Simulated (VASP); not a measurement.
B17N16 (a cell with a defect), 33 atoms in the cell. The cell holds a defect, 33 atoms: a = 6.660 Å, b = 6.660 Å, c = 6.660 Å, α = 97.63°, β = 97.63°, γ = 97.63°.  This cell differs from its parent crystal: with an interstitial atom, then relaxed in part.

- Program: VASP 6.6.1
- Task: single point
- Functional: PBE
- Dispersion: D3(BJ)
- Potentials or basis: VASP PAW PBE potentials, release 64 (B, N)
- Cutoff: 520 eV
- k mesh: 2 × 2 × 2, shifted
- Occupations: gaussian, width 0.01 eV
- Spin: no spin polarisation
- Dipole correction: no
- Charge: 3
- Further INCAR settings: LREAL = Auto; ALGO = Normal; EDIFF = 1e-06; NBANDS = 88; NELECT = 128.0

Potentials or basis: VASP PAW PBE potentials, release 64 (B, N).

Launch:

```console
$ cat potpaw_PBE.64/B/POTCAR potpaw_PBE.64/N/POTCAR > POTCAR
$ mpirun -np 1 vasp_std > vasp.out
```

Hardware: 1 thread of Intel(R) Xeon(R) 6975P-C (Granite Rapids) (shared host).

How long does it take, and how much memory?

Run time: 78 s on 1 thread of Intel(R) Xeon(R) 6975P-C (Granite Rapids), on a shared host, peak memory 0.36 GiB. Counts: scf iterations 15, k points 4.
